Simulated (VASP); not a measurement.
Runs of VASP 6.6.1 on Be. The structure is that of space group Pm-3m (No. 221), or close to it. The cells are those of the table. This isn't the form of Be at room conditions, which is hcp.

```tsv
task	cell	k mesh	cutoff (eV)	gap on the mesh (eV)	pressure (GPa)	relaxed volume (Å³/atom)
single point	a = 2.026 Å, 1 atom	8 × 8 × 8	520	none	21.7	-
relaxation of cell and atoms	relaxed from a = 2.026 Å, 1 atom	8 × 8 × 8	600	none	-0.4	10.11
single point	a = 2.156 Å, 1 atom	8 × 8 × 8	520	none	(a)	-
relaxation of cell and atoms	relaxed from a = 2.156 Å, 1 atom	26 × 26 × 26	600	none	0.0	10.21
single point	a = 2.167 Å, 1 atom	26 × 26 × 26	520	none	(b)	-
```

Alike in all rows: level PBEsol; potentials or basis VASP PAW PBE potentials, release 64 (Be); no spin polarisation; smearing gaussian 0.1 eV.

Fill in the values left out.

(a) 0.3; (b) 0.2.

Caveats: some runs use coarse meshes; the PAW data sets were made with another functional, which shifts forces and pressure a little; the volume moved by over 15 % at a fixed basis, so the end points are rough (at least some runs).

A gap of «none» marks levels without a gap at the run's occupations.
